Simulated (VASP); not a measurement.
# BAs (F-43m) in VASP: a series of runs, part 2 of 2

VASP 6.6.1. The steps go on from the part before.

### Step 3. Single point, PBE

This run uses another cell than the first one, of 13.08 Å³/atom, 1.043 times its volume.

Contents of INCAR:

```
SYSTEM = BAs
PREC = Accurate
ENCUT = 520
EDIFF = 1E-6
ISMEAR = 0
SIGMA = 0.01
LREAL = .False.
LASPH = .True.
NELM = 100
ALGO = Normal
ISIF = 2
LWAVE = .False.
LCHARG = .True.
GGA = PE
LELF = .True.
LVHAR = .True.
NBANDS = 11
```

Contents of KPOINTS:

```
regular mesh
0
Gamma
  8 8 8
  0 0 0
```

Contents of POSCAR:

```
BAs
1.0
    0.0000000000      2.3562190158      2.3562190158
    2.3562190158      0.0000000000      2.3562190158
    2.3562190158      2.3562190158      0.0000000000
B As
1 1
Direct
    0.0000000000      0.0000000000      0.0000000000
    0.2500000000      0.2500000000      0.2500000000
```

Potentials or basis: VASP PAW PBE potentials, release 64 (B, As).

Command:

```console
$ cat potpaw_PBE.64/B/POTCAR potpaw_PBE.64/As/POTCAR > POTCAR
$ mpirun -np 1 vasp_std > vasp.out
```

Wall time 9.3 s (1 thread of Intel Xeon 6975P-C (Granite Rapids), shared host); peak memory 0.15 GiB.

The run converged. Its results:

- Free energy: -11.3594 eV
- Pressure: 9.9 GPa
- Band gap on the k mesh: 1.15 eV, indirect (least direct gap 3.33 eV)

Levels at points of the mesh, in eV from the valence-band top:
| k point | band 1 | band 2 | band 3 | band 4 | band 5 | band 6 | band 7 | band 8 | band 9 |
| --- | --- | --- | --- | --- | --- | --- | --- | --- | --- |
| (0.00, 0.00, 0.00) | -15.78 | 0.00 | 0.00 | 0.00 | 3.33 | 3.33 | 3.33 | 5.21 | 9.79 |
| (0.50, 0.00, 0.00) | -12.76 | -9.10 | -1.89 | -1.89 | 2.94 | 4.83 | 4.83 | 8.94 | 13.02 |
| (0.50, 0.50, 0.00) | -11.37 | -8.76 | -4.25 | -4.25 | 1.37 | 1.40 | 11.76 | 11.76 | 13.24 |

A k mesh can miss the band edges.

### Step 4. Single point, PBE

This run uses another cell than the first one, of 14.17 Å³/atom, 1.130 times its volume.

Contents of INCAR:

```
SYSTEM = BAs
PREC = Accurate
ENCUT = 520
EDIFF = 1E-6
ISMEAR = 0
SIGMA = 0.01
LREAL = .FALSE.
LASPH = .TRUE.
NELM = 100
ALGO = Normal
ISIF = 2
LWAVE = .FALSE.
LCHARG = .FALSE.
GGA = PE
NBANDS = 11
```

Contents of KPOINTS:

```
Automatic mesh
0
G
  8 8 8
  0 0 0
```

Contents of POSCAR:

```
BAs
1.0
    0.0000000000      2.4199312360      2.4199312360
    2.4199312360      0.0000000000      2.4199312360
    2.4199312360      2.4199312360      0.0000000000
B As
1 1
Direct
    0.0000000000      0.0000000000      0.0000000000
    0.2500000000      0.2500000000      0.2500000000
```

Command:

```console
$ cat potpaw_PBE.64/B/POTCAR potpaw_PBE.64/As/POTCAR > POTCAR
$ mpirun -np 1 vasp_std > vasp.out
```

Wall time 9.9 s (1 thread of Intel Xeon 6975P-C (Granite Rapids), shared host); peak memory 0.15 GiB.

Results (log left out):

```yaml
Free_energy: -11.4092 eV
Pressure: -1.9 GPa
Band_gap_on_the_k_mesh: 1.23 eV, indirect (least direct gap 3.23 eV)
```

Levels at points of the mesh, in eV from the valence-band top:
| k point | band 1 | band 2 | band 3 | band 4 | band 5 | band 6 | band 7 | band 8 |
| --- | --- | --- | --- | --- | --- | --- | --- | --- |
| (0.00, 0.00, 0.00) | -15.05 | 0.00 | 0.00 | 0.00 | 3.23 | 3.23 | 3.23 | 4.19 |
| (0.50, 0.00, 0.00) | -12.32 | -8.51 | -1.76 | -1.76 | 2.47 | 4.73 | 4.73 | 8.78 |
| (0.50, 0.50, 0.00) | -11.06 | -8.31 | -3.92 | -3.92 | 1.47 | 1.48 | 10.99 | 10.99 |

### Step 5. Single point, PBE

This run uses another cell than the first one, of 14.72 Å³/atom, 1.174 times its volume.

Contents of INCAR:

```
SYSTEM = BAs
ALGO = Normal ; EDIFF = 1E-6
ENCUT = 520 ; GGA = PE
ISIF = 2 ; ISMEAR = 0
LASPH = .TRUE. ; LCHARG = .TRUE.
LELF = .TRUE. ; LREAL = .FALSE.
LVHAR = .TRUE. ; LWAVE = .FALSE.
NBANDS = 11 ; NELM = 60
PREC = Accurate ; SIGMA = 0.01
```

Contents of KPOINTS:

```
k-points
0
G
  8 8 8
  0 0 0
```

Contents of POSCAR:

```
BAs
1.0
    0.0000000000      2.4505665292      2.4505665292
    2.4505665292      0.0000000000      2.4505665292
    2.4505665292      2.4505665292      0.0000000000
B As
1 1
Direct
    0.0000000000      0.0000000000      0.0000000000
    0.2500000000      0.2500000000      0.2500000000
```

Potentials or basis: VASP PAW PBE potentials, release 64 (B, As).

Command:

```console
$ cat potpaw_PBE.64/B/POTCAR potpaw_PBE.64/As/POTCAR > POTCAR
$ mpirun -np 1 vasp_std > vasp.out
```

OUTCAR:

```text
SYSTEM = BAs
   EDIFF = 1E-6
   ENCUT = 520
   GGA = PE
   ISIF = 2
   ISMEAR = 0
   LASPH = .TRUE.
   LREAL = .FALSE.
   NELM = 60
   PREC = Accurate

 ion  position               nearest neighbor table
   1  0.000  0.000  0.000-   2 2.12   2 2.12   2 2.12   2 2.12
   2  0.250  0.250  0.250-   1 2.12   1 2.12   1 2.12   1 2.12

  LATTYP: Found a face centered cubic cell.
 ALAT       =     4.9011330584

  Lattice vectors:

 A1 = (   0.0000000000,   2.4505665292,   2.4505665292)
[... 522 lines left out ...]

------------------------ aborting loop because EDIFF is reached ----------------------------------------

  FORCE on cell =-STRESS in cart. coord.  units (eV):
  Direction    XX          YY          ZZ          XY          YZ          ZX
  --------------------------------------------------------------------------------------
  -------------------------------------------------------------------------------------
  Total       -1.1370789     -1.1370789     -1.1370789      0.0000000      0.0000000     -0.0000000
  in kB      -61.8972990    -61.8972990    -61.8972990      0.0000000      0.0000000     -0.0000000
  external PRESSURE =     -61.8972990 kB  Pullay stress =       0.0000000 kB

 VOLUME and BASIS-vectors are now :
 -----------------------------------------------------------------------------
  energy-cutoff  :      520.00
  volume of cell :       29.43
      direct lattice vectors                 reciprocal lattice vectors
     0.000000000  2.450566529  2.450566529    -0.204034452  0.204034452  0.204034452
     2.450566529  0.000000000  2.450566529     0.204034452 -0.204034452  0.204034452
     2.450566529  2.450566529  0.000000000     0.204034452  0.204034452 -0.204034452

 POSITION                                       TOTAL-FORCE (eV/Angst)
 -----------------------------------------------------------------------------------
      0.00000      0.00000      0.00000        -0.000000      0.000000      0.000000
      1.22528      1.22528      1.22528         0.000000     -0.000000     -0.000000
 -----------------------------------------------------------------------------------
    total drift:                               -0.000000     -0.000000      0.000000

  FREE ENERGIE OF THE ION-ELECTRON SYSTEM (eV)
  ---------------------------------------------------
  free  energy   TOTEN  =       -11.3814842444 eV

  energy  without entropy=      -11.3814842444  energy(sigma->0) =      -11.38148424
```

OSZICAR:

```text
N       E                     dE             d eps       ncg     rms          rms(c)
DAV:   1     0.127548104865E+02    0.12755E+02   -0.38941E+03   638   0.647E+02
DAV:   2    -0.110905129714E+02   -0.23845E+02   -0.22700E+02   836   0.982E+01
DAV:   3    -0.118804256541E+02   -0.78991E+00   -0.78799E+00   770   0.173E+01
DAV:   4    -0.118828773468E+02   -0.24517E-02   -0.24516E-02   711   0.107E+00
DAV:   5    -0.118828815701E+02   -0.42233E-05   -0.42233E-05   767   0.475E-02    0.441E+00
DAV:   6    -0.114295228826E+02    0.45336E+00   -0.13609E+00   671   0.453E+00    0.216E+00
DAV:   7    -0.113866884525E+02    0.42834E-01   -0.14067E-01   739   0.187E+00    0.924E-01
DAV:   8    -0.113810162965E+02    0.56722E-02   -0.18517E-02   716   0.761E-01    0.911E-02
DAV:   9    -0.113813135612E+02   -0.29726E-03   -0.82097E-04   710   0.156E-01    0.513E-02
DAV:  10    -0.113814771013E+02   -0.16354E-03   -0.19983E-04   661   0.852E-02    0.115E-02
DAV:  11    -0.113814837714E+02   -0.66701E-05   -0.63208E-06   782   0.165E-02    0.895E-03
DAV:  12    -0.113814842444E+02   -0.47297E-06   -0.30020E-06   650   0.941E-03
   1 F= -.11381484E+02 E0= -.11381484E+02  d E =-.942170E-33
```

It took 9.5 s on 1 thread of Intel Xeon 6975P-C (Granite Rapids), shared host; peak memory 0.15 GiB.

What came out:

- Free energy: -11.3815 eV
- Pressure: -6.2 GPa
- Band gap on the k mesh: 1.26 eV, indirect (least direct gap 3.18 eV)

A k mesh can miss the band edges. A hybrid or GW would open this gap; PBE tends to underestimate it.

### Step 6. The runs side by side

```csv
cell,gap on the mesh (eV),pressure (GPa)
"a = 3.285 Å, angles 60.0°, 2 atoms",1.10,17.8
"a = 3.332 Å, angles 60.0°, 2 atoms",1.15,9.9
"a = 3.422 Å, angles 60.0°, 2 atoms",1.23,-1.9
"a = 3.466 Å, angles 60.0°, 2 atoms",1.26,-6.2
```

Alike in all rows: task single point; level PBE; potentials or basis VASP PAW PBE potentials, release 64 (B, As); no spin polarisation; k mesh 8 × 8 × 8; cutoff (eV) 520; smearing gaussian 0.01 eV.

Total energies depend on the potentials used, so only differences within one code and one set of settings carry meaning.
